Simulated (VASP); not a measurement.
# Hf (P6_3/mmc) in VASP: further runs, part 2 of 2

VASP 6.6.1.

## Step 4: Single point, r2SCAN (volume scaled by 0.680)

POSCAR reads:

```
Hf
1.0
    2.7834211395      0.0000000000      0.0000000000
   -1.3917105698      2.4105134163      0.0000000000
    0.0000000000      0.0000000000      4.5336548224
Hf
2
Direct
    0.3333333333      0.6666666667      0.2500000000
    0.6666666667      0.3333333333      0.7500000000
```

INCAR.step1 reads:

```
SYSTEM = Hf
  ALGO = Normal
  EDIFF = 1E-4
  ENCUT = 520
  GGA = PE
  ISMEAR = 0
  LASPH = .True.
  LCHARG = .False.
  LREAL = .False.
  LWAVE = .True.
  NBANDS = 17
  NELM = 60
  PREC = Accurate
  SIGMA = 0.05
```

INCAR.step2 reads:

```
SYSTEM = Hf
  ALGO = Normal
  EDIFF = 1E-6
  ENCUT = 520
  ISIF = 2
  ISMEAR = 0
  ISTART = 1
  LASPH = .True.
  LCHARG = .False.
  LMIXTAU = .True.
  LREAL = .False.
  LWAVE = .False.
  METAGGA = R2SCAN
  NBANDS = 17
  NELM = 60
  PREC = Accurate
  SIGMA = 0.05
```

KPOINTS reads:

```
k-points
0
Gamma
  18 18 10
  0 0 0
```

Potentials or basis: VASP PAW PBE potentials, release 64 (Hf_pv).

Command:

```bash
cat potpaw_PBE.64/Hf_pv/POTCAR > POTCAR
cp INCAR.step1 INCAR
mpirun -np 1 vasp_std > vasp.out
cp INCAR.step2 INCAR
mpirun -np 1 vasp_std > vasp.out
```

OUTCAR:

```text
SYSTEM = Hf
   EDIFF = 1E-6
   ENCUT = 520
   ISIF = 2
   ISMEAR = 0
   ISTART = 1
   LASPH = .True.
   LREAL = .False.
   METAGGA = R2SCAN
   NELM = 60
   PREC = Accurate

 ion  position               nearest neighbor table
   1  0.333  0.667  0.250-   2 2.78   2 2.78   2 2.78   2 2.78   2 2.78   2 2.78
   2  0.667  0.333  0.750-   1 2.78   1 2.78   1 2.78   1 2.78   1 2.78   1 2.78

  LATTYP: Found a hexagonal cell.
 ALAT       =     2.7834211395
 C/A-ratio  =     1.6288066359

  Lattice vectors:

 A1 = (   2.7834211395,   0.0000000000,   0.0000000000)
 A2 = (  -1.3917105698,   2.4105134163,   0.0000000000)
 A3 = (   0.0000000000,   0.0000000000,   4.5336548224)

Analysis of symmetry for initial positions (statically):
=====================================================================
 Subroutine PRICEL returns:
 Original cell was already a primitive cell.

 Routine SETGRP: Setting up the symmetry group for a
 hexagonal supercell.

 Subroutine GETGRP returns: Found 24 space group operations
 (whereof 12 operations were pure point group operations)
 out of a pool of 24 trial point group operations.

The static configuration has the point symmetry D_3d.
 The point group associated with its full space group is D_6h.

Analysis of symmetry for dynamics (positions and initial velocities):
=====================================================================
 Subroutine PRICEL returns:
 Original cell was already a primitive cell.

 Routine SETGRP: Setting up the symmetry group for a
 hexagonal supercell.

 Subroutine GETGRP returns: Found 24 space group operations
 (whereof 12 operations were pure point group operations)
 out of a pool of 24 trial point group operations.

The dynamic configuration has the point symmetry D_3d.
 The point group associated with its full space group is D_6h.

 Subroutine INISYM returns: Found 24 space group operations
 (whereof 12 operations are pure point group operations),
 and found     1 'primitive' translations

----------------------------------------------------------------------------------------

                                     Primitive cell

  volume of cell :      30.4184

  direct lattice vectors                    reciprocal lattice vectors
     2.783421140  0.000000000  0.000000000     0.359270103  0.207424691  0.000000000
    -1.391710570  2.410513416  0.000000000     0.000000000  0.414849382  0.000000000
     0.000000000  0.000000000  4.533654822     0.000000000  0.000000000  0.220572593

  length of vectors
     2.783421140  2.783421140  4.533654822     0.414849382  0.414849382  0.220572593

  position of ions in fractional coordinates (direct lattice)
     0.333333333  0.666666667  0.250000000
     0.666666667  0.333333333  0.750000000

  ion indices of the primitive-cell ions
   primitive index   ion index
                 1           1
                 2           2

----------------------------------------------------------------------------------------

 KPOINTS: k-points

Automatic generation of k-mesh.
 Grid dimensions read from file:
 generate k-points for:   18   18   10

 Generating k-lattice:

  Cartesian coordinates                     Fractional coordinates (reciprocal lattice)
     0.019959450  0.011523594  0.000000000     0.055555556  0.000000000  0.000000000
     0.000000000  0.023047188  0.000000000     0.000000000  0.055555556  0.000000000
     0.000000000  0.000000000  0.022057259     0.000000000  0.000000000  0.100000000

  Length of vectors
     0.023047188  0.023047188  0.022057259

  Shift w.r.t. Gamma in fractional coordinates (k-lattice)
     0.000000000  0.000000000  0.000000000

 Subroutine IBZKPT returns following result:
 ===========================================

 Found    222 irreducible k-points:

 Following reciprocal coordinates:
            Coordinates               Weight
  0.000000  0.000000  0.000000      1.000000
  0.055556  0.000000  0.000000      6.000000
  0.111111  0.000000  0.000000      6.000000
  0.166667 -0.000000  0.000000      6.000000
  0.222222  0.000000  0.000000      6.000000
  0.277778  0.000000  0.000000      6.000000
[... 16 lines left out ...]
  0.333333  0.111111  0.000000     12.000000
  0.388889  0.111111  0.000000     12.000000
 [... further k-points ...]
   k-points           NKPTS =    222   k-points in BZ     NKDIM =    222   number of bands    NBANDS=     17
   number of dos      NEDOS =    301   number of ions     NIONS =      2
   total plane-waves  NPLWV =  20736
   dimension x,y,z NGX =    24 NGY =   24 NGZ =   36
   dimension x,y,z NGXF=    48 NGYF=   48 NGZF=   72
   ions per type =               2
   NGX,Y,Z   is equivalent  to a cutoff of  14.33, 14.33, 13.20 a.u.
   NGXF,Y,Z  is equivalent  to a cutoff of  28.67, 28.67, 26.40 a.u.
 SYSTEM =  Hf
   PREC   = accura    normal or accurate (medium, high low for compatibility)
   ISTART =      1    job   : 0-new  1-cont  2-samecut
   ICHARG =      0    charge: 1-file 2-atom 10-const
   ISPIN  =      1    spin polarized calculation?
   LNONCOLLINEAR =      F non collinear calculations
   LSORBIT =      F    spin-orbit coupling
   LASPH  =      T    aspherical Exc in radial PAW
   ENCUT  =  520.0 eV  38.22 Ry    6.18 a.u.   5.18  5.18  8.43*2*pi/ulx,y,z
   NELM   =     60;   NELMIN=  2; NELMDL=  0     # of ELM steps
   EDIFF  = 0.1E-05   stopping-criterion for ELM
   LREAL  =      F    real-space projection
   EDIFFG = 0.1E-04   stopping-criterion for IOM
   NSW    =      0    number of steps for IOM
   IBRION =     -1    ionic relax: 0-MD 1-quasi-New 2-CG
   NFREE  =      0    steps in history (QN), initial steepest desc. (CG)
   ISIF   =      2    stress and relaxation
   ISYM   =      2    0-nonsym 1-usesym 2-fastsym
   POTIM  = 0.5000    time-step for ionic-motion
   TEBEG  =    0.0;   TEEND  =   0.0 temperature during run
   PSTRESS=    0.0 pullay stress
   NELECT =      20.0000    total number of electrons
   NUPDOWN=      -1.0000    fix difference up-down
   EMIN   =  10.00;   EMAX   =-10.00  energy-range for DOS
   EFERMI =   0.00;   METHOD = LEGACY
   ISMEAR =     0;   SIGMA  =   0.05  broadening in eV -4-tet -1-fermi 0-gaus
   EFERMI_NEDOS =   21; number of points for ismear=-14 and -15
   IALGO  =     38    algorithm
   IMIX   =      4    mixing-type and parameters
     AMIX     =   0.40;   BMIX     =  1.00
     AMIX_MAG =   1.60;   BMIX_MAG =  1.00
  volume/ion in A,a.u.               =      15.21       102.64
  Fermi-wavevector in a.u.,A,eV,Ry     =   1.423549  2.690118 27.572107  2.026493
  Thomas-Fermi vector in A             =   2.544135
   LORBIT       =      0    0 simple, 1 ext, 2 COOP (PROOUT), +10 PAW based schemes
   METAGGA = R2SCAN    functional components
   LHFCALC =     F    Hartree Fock is set to
   AEXX    =    0.0000 exact exchange contribution
   IVDW    =     0    specifies the selected vdW correction
   LEPSILON=     F    determine dielectric tensor
   LRPA    =     F    only Hartree local field effects (RPA)
 non-spin polarized calculation
 Gauss-broadening in eV      SIGMA  =   0.05
  energy-cutoff  :      520.00
  volume of cell :       30.42
 maximum number of plane-waves:       834
 NGX is ok and might be reduce to    24
   NGX = 11   NGY = 11   NGZ = 17

 number of electron      20.0000000 magnetization

 Free energy of the ion-electron system (eV)
  ---------------------------------------------------
  ext. energy  EPLUGINS =         0.00000000
  ---------------------------------------------------
  free energy    TOTEN  =       -87.66649256 eV

  energy without entropy =      -87.66475156  energy(sigma->0) =      -87.66562206

 E-fermi :   7.8972     XC(G=0): -14.2835

 val. band max:        7.8919248736   @ k =   0.1667   0.1667   0.5000
 cond. band min:       7.8976996451   @ k =   0.2222   0.2222   0.5000
 fundamental gap:      0.0057747716
 Fermi energy:         7.8971767542

 k-point     1 :       0.0000    0.0000    0.0000
  band No.  band energies     occupation
      1     -24.7989      2.00000
      2     -22.3356      2.00000
      3     -22.3356      2.00000
      4     -22.0274      2.00000
      5     -21.9972      2.00000
      6     -21.9972      2.00000
[... 9 lines left out ...]
     16      11.9501      0.00000
     17      15.8652      0.00000
[... 441 lines left out ...]
 k-point    24 :       0.3889    0.1111    0.0000
  band No.  band energies     occupation
      1     -24.3857      2.00000
      2     -23.9322      2.00000
      3     -23.5773      2.00000
      4     -23.0853      2.00000
      5     -22.6792      2.00000
      6     -22.4925      2.00000
[... 9 lines left out ...]
     16      17.2269      0.00000
     17      18.9318      0.00000

 [... further k-points ...]
[... 5 lines left out ...]
  --------------------------------------------------------------------------------------
  -------------------------------------------------------------------------------------
  Total       14.8890393     14.8890393     14.7048697     -0.0000000     -0.0000000      0.0000000
  in kB      784.2243689    784.2243689    774.5239252     -0.0000000     -0.0000000      0.0000000
  external PRESSURE =     780.9908877 kB  Pullay stress =       0.0000000 kB

 VOLUME and BASIS-vectors are now :
 -----------------------------------------------------------------------------
  energy-cutoff  :      520.00
  volume of cell :       30.42
      direct lattice vectors                 reciprocal lattice vectors
     2.783421140  0.000000000  0.000000000     0.359270103  0.207424691  0.000000000
    -1.391710570  2.410513416  0.000000000     0.000000000  0.414849382  0.000000000
     0.000000000  0.000000000  4.533654822     0.000000000  0.000000000  0.220572593

 POSITION                                       TOTAL-FORCE (eV/Angst)
 -----------------------------------------------------------------------------------
     -0.00000      1.60701      1.13341         0.000000     -0.000000      0.000000
      1.39171      0.80350      3.40024        -0.000000      0.000000      0.000000
 -----------------------------------------------------------------------------------
    total drift:                                0.000000     -0.000000      0.000000

  FREE ENERGIE OF THE ION-ELECTRON SYSTEM (eV)
  ---------------------------------------------------
  free  energy   TOTEN  =       -87.6664925577 eV

  energy  without entropy=      -87.6647515576  energy(sigma->0) =      -87.66562206
```

It took 2.1 min on 1 thread of Intel Xeon 6975P-C (Granite Rapids), shared host; peak memory 0.23 GiB.

Results:

```yaml
Free_energy: -87.6665 eV
Pressure: 78.1 GPa
Band_gap_on_the_k_mesh: zero (band 10 reaches 9.38 eV, above the bottom of band 11 at 7.55 eV)
```

Caveat: the PAW data sets were made with another functional, which shifts forces and pressure a little; spin-orbit coupling is left out, which moves the levels of the heavy elements.

## Step 5: The runs side by side

| level | cell | k mesh | gap on the mesh (eV) | pressure (GPa) |
| --- | --- | --- | --- | --- |
| PBE | a = 3.199, b = 3.199, c = 5.075 Å, angles 90.0, 90.0, 120.0°, 2 atoms | 8 × 8 × 4 | none | -0.4 |
| r2SCAN | a = 2.714, b = 2.714, c = 4.490 Å, angles 90.0, 90.0, 120.0°, 2 atoms | 18 × 18 × 10 | none | 99.3 |
| r2SCAN | a = 2.783, b = 2.783, c = 4.534 Å, angles 90.0, 90.0, 120.0°, 2 atoms | 18 × 18 × 10 | none | 78.1 |

Alike in all rows: task single point; potentials or basis VASP PAW PBE potentials, release 64 (Hf_pv); no spin polarisation; cutoff (eV) 520; smearing gaussian 0.05 eV.

Caveats: spin-orbit coupling is left out, which moves the levels of the heavy elements; the PAW data sets were made with another functional, which shifts forces and pressure a little (some runs).

Absolute energies hang on the potentials; compare differences alone.
